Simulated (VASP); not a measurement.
Wanted: the native input for a VASP 6.6.1 run.

```
Task                               : single point
Functional                         : HSE06
Potentials or basis                : VASP PAW PBE potentials, release 64 (Se, Zn)
Cutoff                             : 520 eV
k mesh                             : 4 × 4 × 4
Occupations                        : fermi-dirac, width 0.05 eV
Spin                               : no spin polarisation
Dipole correction                  : no
Grid for exact exchange (PRECFOCK) : Normal
Further INCAR settings             : ALGO = Normal; EDIFF = 1e-07; NBANDS = 16
Share of exact exchange            : 0.25
Screening parameter                : 0.2079 1/Å
```

ZnSe:

```
Se Zn
1.0
     0.00000    2.85257    2.85257
     2.85257    0.00000    2.85257
     2.85257    2.85257    0.00000
Se Zn
1 1
Direct
  0.75000 0.75000 0.75000
  0.00000 0.00000 0.00000
```

One way to write it, as run:

POSCAR

```
ZnSe
1.0
    0.0000000000      2.8525674344      2.8525674344
    2.8525674344      0.0000000000      2.8525674344
    2.8525674344      2.8525674344      0.0000000000
Se Zn
1 1
Direct
    0.7500000000      0.7500000000      0.7500000000
    0.0000000000      0.0000000000      0.0000000000
```

INCAR.step1

```
PREC = Accurate
ENCUT = 520
EDIFF = 1E-5
ISMEAR = -1
SIGMA = 0.05
LREAL = False
LASPH = True
NELM = 100
ALGO = Normal
ISIF = 2
LWAVE = True
GGA = PE
NBANDS = 16
```

INCAR.step2

```
PREC = Accurate
ENCUT = 520
EDIFF = 1E-7
ISMEAR = -1
SIGMA = 0.05
LREAL = False
LASPH = True
NELM = 100
ALGO = Normal
ISIF = 2
LWAVE = False
LCHARG = True
GGA = PE
LHFCALC = True
HFSCREEN = 0.2079
PRECFOCK = Normal
LELF = True
LVHAR = True
ISTART = 1
NBANDS = 16
```

KPOINTS

```
regular mesh
0
Gamma
  4 4 4
```

Potentials or basis: VASP PAW PBE potentials, release 64 (Se, Zn).

The run is started by

```console
$ cat potpaw_PBE.64/Se/POTCAR potpaw_PBE.64/Zn/POTCAR > POTCAR
$ cp INCAR.step1 INCAR
$ mpirun -np 1 vasp_std > vasp.out
$ cp INCAR.step2 INCAR
$ mpirun -np 1 vasp_std > vasp.out
```

Results of the run:

- Pressure: 0.2 GPa
- Band gap on the k mesh: 2.34 eV

Caveat: the k points lie up to 0.48 Å⁻¹ apart; the PAW data sets were made with another functional, which shifts forces and pressure a little.

It took 14 min on 1 thread of AMD EPYC 7R43 64-Core Processor (Zen 3), on a shared host, peak memory 0.24 GiB.
